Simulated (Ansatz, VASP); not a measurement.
Two plane-wave programs on AlB2P3

```xyz
6
Lattice="-1.7513 1.7513 7.4302 1.7513 -1.7513 7.4302 1.7513 1.7513 -7.4302" Properties=species:S:1:pos:R:3 pbc="T T T"
Al    0.0000    0.0000    7.4302
B     0.0000    0.0000   12.3836
B     0.0000    0.0000    2.4767
P     1.7513    0.0000    6.1918
P     1.7513    0.0000    1.2384
P     0.0000    1.7513    3.7151
```

Alike in both runs: task single point; functional PBE; k mesh 8 × 8 × 8; occupations gaussian, width 0.1 eV; no spin polarisation.

|  | VASP | Ansatz |
| --- | --- | --- |
| version | VASP 6.6.1 | Ansatz 0.2.0 |
| potentials or method | VASP PAW PBE potentials, release 64 (Al, B, P), cutoff 520 eV | scalar-relativistic, plane waves, PAW |
| valence electrons in the cell | 24 | 24 |

```csv
,VASP,Ansatz,Ansatz less VASP
gap on the k mesh at the Fermi level (eV),1.27,1.27,+0.002
least direct gap on the mesh (eV),1.48,1.48,+0.004
pressure (GPa),0.8,1.0,+0.14
"traceless stress, the component that is largest in VASP (GPa)",-0.77,-0.78,-0.006
rms of the force components (eV/Å),1.649,1.652,+0.0026
```

Atom by atom the forces differ by 0.003 eV/Å (rms over components).
